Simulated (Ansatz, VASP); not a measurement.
ScNb: VASP beside Ansatz

Contents of INCAR:

```
ALGO     = Fast           # electronic algorithm
EDIFF    = 1E-6           # SCF threshold, eV
ENCUT    = 520            # plane-wave cutoff, eV
ISIF     = 2              # what is computed and relaxed
ISMEAR   = 0              # smearing method
LASPH    = True           # aspherical terms in the spheres
LCHARG   = False          # write CHGCAR
LREAL    = False          # projectors in reciprocal space
LWAVE    = False          # write WAVECAR
NBANDS   = 19             # bands
NELM     = 100            # most SCF steps
PREC     = Accurate       # precision mode
SIGMA    = 0.15           # smearing width, eV
```

The input KPOINTS:

```
k-points
0
Gamma
  18 18 10
```

POSCAR

```
ScNb
1.0
    3.0656443612      0.0000000000      0.0000000000
   -1.5328221806      2.6549258957      0.0000000000
    0.0000000000      0.0000000000      4.8819867250
Sc Nb
1 1
Direct
    0.0000000000      0.0000000000      0.0000000000
    0.3333333333      0.6666666667      0.5000000000
```

Input for Ansatz:

```yaml
crystal:
  lattice:
    - [3.0656443612, 0.0, 0.0]
    - [-1.5328221806, 2.6549258957, 0.0]
    - [0.0, 0.0, 4.881986725]
  atoms:
    - { symbol: Sc, position: [0.0, 0.0, 0.0] }
    - { symbol: Nb, position: [0.3333333333, 0.6666666667, 0.5] }
basis:
  ecutwfc: 420
kpoints:
  mp_grid: { grid: [18, 18, 10] }
hamiltonian:
  xc: lda
scf:
  occupations: { method: gaussian, width: 0.15 }
output:
  forces: true
  stress: true
  eigenvalues: true
```

Change from the starting cell: strain -0.0375 x Voigt [0, 0, 1, 0, 0, 0], atoms carried along.

Alike in both runs: task single point; functional LDA; k mesh 18 × 18 × 10; occupations gaussian, width 0.15 eV; no spin polarisation.

```csv
,VASP,Ansatz
version,VASP 6.6.1,Ansatz 0.2.0
potentials or method,"VASP PAW LDA potentials, release 64 (Sc_sv, Nb_sv), cutoff 520 eV","scalar-relativistic, plane waves, PAW"
valence electrons in the cell,24,24
```

|  | VASP | Ansatz | Ansatz less VASP |
| --- | --- | --- | --- |
| gap on the k mesh at the Fermi level (eV) | none | none | - |
| pressure (GPa) | -3.6 | -3.7 | -0.08 |
| traceless stress, the component that is largest in VASP (GPa) | 2.93 | 2.87 | -0.063 |

LDA's correlation is that of Perdew and Zunger in VASP and of Perdew and Wang (1992) in Ansatz. A gap of «none» marks a metal or a gap that the smearing closes.
